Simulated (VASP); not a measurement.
# Re (P6_3/mmc) in VASP: further runs, part 2 of 2

VASP 6.6.1. The steps go on from the part before.

### Step 5. Single point, PBE (volume scaled by 1.06)

Contents of INCAR:

```
SYSTEM = Re
  PREC = Accurate
  ENCUT = 520
  EDIFF = 1E-6
  ISMEAR = -1
  SIGMA = 0.05
  LREAL = .False.
  LASPH = .True.
  NELM = 80
  ALGO = Normal
  ISIF = 2
  LWAVE = .False.
  LCHARG = .False.
  GGA = PE
  NBANDS = 14
```

Contents of KPOINTS:

```
regular mesh
0
Gamma
  14 14 8
  0 0 0
```

Contents of POSCAR:

```
Re
1.0
    2.6539513089      0.0000000000      0.0000000000
   -1.3269756545      2.2983892539      0.0000000000
    0.0000000000      0.0000000000      4.2436285669
Re
2
Direct
    0.3333333333      0.6666666667      0.2500000000
    0.6666666667      0.3333333333      0.7500000000
```

Potentials or basis: VASP PAW PBE potentials, release 64 (Re).

Run with:

```bash
cat potpaw_PBE.64/Re/POTCAR > POTCAR
mpirun -np 1 vasp_std > vasp.out
```

OUTCAR:

```text
SYSTEM = Re
   PREC = Accurate
   ENCUT = 520
   EDIFF = 1E-6
   ISMEAR = -1
   LREAL = .False.
   LASPH = .True.
   NELM = 80
   ISIF = 2
   GGA = PE

 ion  position               nearest neighbor table
   1  0.333  0.667  0.250-   2 2.62   2 2.62   2 2.62   2 2.62   2 2.62   2 2.62
   2  0.667  0.333  0.750-   1 2.62   1 2.62   1 2.62   1 2.62   1 2.62   1 2.62

  LATTYP: Found a hexagonal cell.
 ALAT       =     2.6539513089
 C/A-ratio  =     1.5989850879

  Lattice vectors:

 A1 = (   2.6539513089,   0.0000000000,   0.0000000000)
 A2 = (  -1.3269756545,   2.2983892539,   0.0000000000)
 A3 = (   0.0000000000,   0.0000000000,   4.2436285669)

Analysis of symmetry for initial positions (statically):
=====================================================================
 Subroutine PRICEL returns:
 Original cell was already a primitive cell.

 Routine SETGRP: Setting up the symmetry group for a
 hexagonal supercell.

 Subroutine GETGRP returns: Found 24 space group operations
 (whereof 12 operations were pure point group operations)
 out of a pool of 24 trial point group operations.

The static configuration has the point symmetry D_3d.
 The point group associated with its full space group is D_6h.

Analysis of symmetry for dynamics (positions and initial velocities):
=====================================================================
 Subroutine PRICEL returns:
 Original cell was already a primitive cell.

 Routine SETGRP: Setting up the symmetry group for a
 hexagonal supercell.

 Subroutine GETGRP returns: Found 24 space group operations
 (whereof 12 operations were pure point group operations)
 out of a pool of 24 trial point group operations.

The dynamic configuration has the point symmetry D_3d.
 The point group associated with its full space group is D_6h.

 Subroutine INISYM returns: Found 24 space group operations
[... 118 lines left out ...]
  volume/ion in A,a.u.               =      12.94        87.34
  Fermi-wavevector in a.u.,A,eV,Ry     =   1.333827  2.520568 24.206054  1.779095
  Thomas-Fermi vector in A             =   2.462656
   LORBIT       =      0    0 simple, 1 ext, 2 COOP (PROOUT), +10 PAW based schemes
   GGA     = PE    functional components
   LHFCALC =     F    Hartree Fock is set to
   AEXX    =    0.0000 exact exchange contribution
   IVDW    =     0    specifies the selected vdW correction
   LEPSILON=     F    determine dielectric tensor
   LRPA    =     F    only Hartree local field effects (RPA)
 non-spin polarized calculation
  energy-cutoff  :      520.00
  volume of cell :       25.89
 maximum number of plane-waves:       715
 NGX is ok and might be reduce to    20
   NGX =  9   NGY =  9   NGZ = 15

 number of electron      14.0000000 magnetization

 Free energy of the ion-electron system (eV)
  ---------------------------------------------------
  ext. energy  EPLUGINS =         0.00000000
  ---------------------------------------------------
  free energy    TOTEN  =       -24.05267006 eV

  energy without entropy =      -24.04074771  energy(sigma->0) =      -24.04670888

 E-fermi :   9.5281     XC(G=0): -14.4475

 val. band max:        9.5234829664   @ k =   0.2143   0.0000   0.0000
 cond. band min:       9.5389568294   @ k =   0.5000   0.0000   0.3750
 fundamental gap:      0.0154738630
 Fermi energy:         9.5280664199

 k-point     1 :       0.0000    0.0000    0.0000
  band No.  band energies     occupation
      1      -1.1878      2.00000
      2       1.9320      2.00000
      3       7.5713      2.00000
      4       7.5713      2.00000
      5       7.7570      2.00000
      6       8.6360      2.00000
      7       8.6360      2.00000
      8       9.6318      0.22322
      9       9.6318      0.22322
     10      10.6732      0.00000
     11      13.5344      0.00000
     12      13.5344      0.00000
     13      21.4611      0.00000
     14      23.7836      0.00000
[... 377 lines left out ...]
      1       3.2209      2.00000
      2       4.7831      2.00000
      3       4.8176      2.00000
      4       5.8163      2.00000
      5       6.9324      2.00000
      6       7.3139      2.00000
      7       9.5211      1.06986
      8      12.9941      0.00000
      9      13.5972      0.00000
     10      13.9342      0.00000
     11      17.1769      0.00000
     12      17.3109      0.00000
     13      19.2254      0.00000
     14      25.6972      0.00000

 [... further k-points ...]
[... 5 lines left out ...]
  --------------------------------------------------------------------------------------
  -------------------------------------------------------------------------------------
  Total       11.4303200     11.4303200     12.6403530     -0.0000000      0.0000000     -0.0000000
  in kB      707.4814753    707.4814753    782.3766640     -0.0000000      0.0000000     -0.0000000
  external PRESSURE =     732.4465382 kB  Pullay stress =       0.0000000 kB

 VOLUME and BASIS-vectors are now :
 -----------------------------------------------------------------------------
  energy-cutoff  :      520.00
  volume of cell :       25.89
      direct lattice vectors                 reciprocal lattice vectors
     2.653951309  0.000000000  0.000000000     0.376796664  0.217543655  0.000000000
    -1.326975654  2.298389254  0.000000000     0.000000000  0.435087311  0.000000000
     0.000000000  0.000000000  4.243628567     0.000000000  0.000000000  0.235647391

 POSITION                                       TOTAL-FORCE (eV/Angst)
 -----------------------------------------------------------------------------------
     -0.00000      1.53226      1.06091         0.000000      0.000000      0.000000
      1.32698      0.76613      3.18272        -0.000000     -0.000000      0.000000
 -----------------------------------------------------------------------------------
    total drift:                               -0.000000     -0.000000     -0.000000

  FREE ENERGIE OF THE ION-ELECTRON SYSTEM (eV)
  ---------------------------------------------------
  free  energy   TOTEN  =       -24.0526700638 eV

  energy  without entropy=      -24.0407477055  energy(sigma->0) =      -24.04670888
```

It took 45 s on 1 thread of Intel Xeon Platinum 8375C at 2.90GHz (Ice Lake), shared host; peak memory 0.16 GiB.

What came out:

```yaml
Free_energy: -24.0527 eV
Pressure: 73.2 GPa
Band_gap_on_the_k_mesh: zero (band 7 reaches 11.36 eV, above the bottom of band 8 at 7.40 eV)
```

Caveat: spin-orbit coupling is left out, which moves the levels of the heavy elements.

### Step 6. Single point, PBE (zz strain of -3 %)

Contents of INCAR:

```
PREC = Accurate ; ENCUT = 520
EDIFF = 1E-7 ; ISMEAR = -1
SIGMA = 0.05 ; LREAL = F
LASPH = T ; NELM = 100
ALGO = Normal ; ISIF = 2
LWAVE = F ; LCHARG = F
GGA = PE ; NBANDS = 14
```

Contents of KPOINTS:

```
Automatic mesh
0
Gamma
  14 14 8
```

Contents of POSCAR:

```
Re
1.0
    2.6029010724      0.0000000000      0.0000000000
   -1.3014505362      2.2541784522      0.0000000000
    0.0000000000      0.0000000000      4.0371400000
Re
2
Direct
    0.3333333333      0.6666666667      0.2500000000
    0.6666666667      0.3333333333      0.7500000000
```

Potentials or basis: VASP PAW PBE potentials, release 64 (Re).

Run with:

```bash
cat potpaw_PBE.64/Re/POTCAR > POTCAR
mpirun -np 1 vasp_std > vasp.out
```

Wall time 37 s (1 thread of Intel Xeon Platinum 8488C (Sapphire Rapids), shared host); peak memory 0.15 GiB.

It converged, with:

| Property | Result |
| --- | --- |
| Free energy | -22.5305 eV |
| Pressure | 144.0 GPa |
| Band gap on the k mesh | zero (band 7 reaches 12.79 eV, above the bottom of band 8 at 8.14 eV) |

Stress tensor (GPa, compression positive):
```
132.42   0.00   0.00
  0.00 132.42   0.00
  0.00   0.00 167.30
```

Levels at points of the mesh, in eV from the Fermi level:
```tsv
k point	band 5	band 6	band 7	band 8	band 9	band 10
(0.00, 0.00, 0.00)	-1.57	-1.02	-1.02	-0.31	-0.31	1.99
(0.50, 0.00, 0.00)	-1.76	-1.18	-0.28	5.01	5.94	6.43
(0.00, 0.00, 0.50)	-2.66	-2.66	-2.65	-2.65	3.55	3.55
(0.50, 0.00, 0.50)	0.23	0.23	1.63	1.63	5.55	5.55
```

Caveat: the cell differs from its parent crystal (zz strain of -3 %); spin-orbit coupling is left out, which moves the levels of the heavy elements.

### Step 7. The runs side by side

| cell | gap on the mesh (eV) | pressure (GPa) |
| --- | --- | --- |
| a = 2.612, b = 2.612, c = 4.176 Å, angles 90.0, 90.0, 120.0°, 2 atoms | none | 108.7 |
| a = 2.620, b = 2.620, c = 4.190 Å, angles 90.0, 90.0, 120.0°, 2 atoms | none | 101.0 |
| a = 2.637, b = 2.637, c = 4.217 Å, angles 90.0, 90.0, 120.0°, 2 atoms | none | 86.5 |
| a = 2.654, b = 2.654, c = 4.244 Å, angles 90.0, 90.0, 120.0°, 2 atoms | none | 73.2 |
| a = 2.603, b = 2.603, c = 4.037 Å, angles 90.0, 90.0, 120.0°, 2 atoms | none | 144.0 |

Alike in all rows: task single point; level PBE; potentials or basis VASP PAW PBE potentials, release 64 (Re); no spin polarisation; k mesh 14 × 14 × 8; cutoff (eV) 520; smearing fermi-dirac 0.05 eV.

Caveats: spin-orbit coupling is left out, which moves the levels of the heavy elements.

Absolute energies hang on the potentials; compare differences alone.
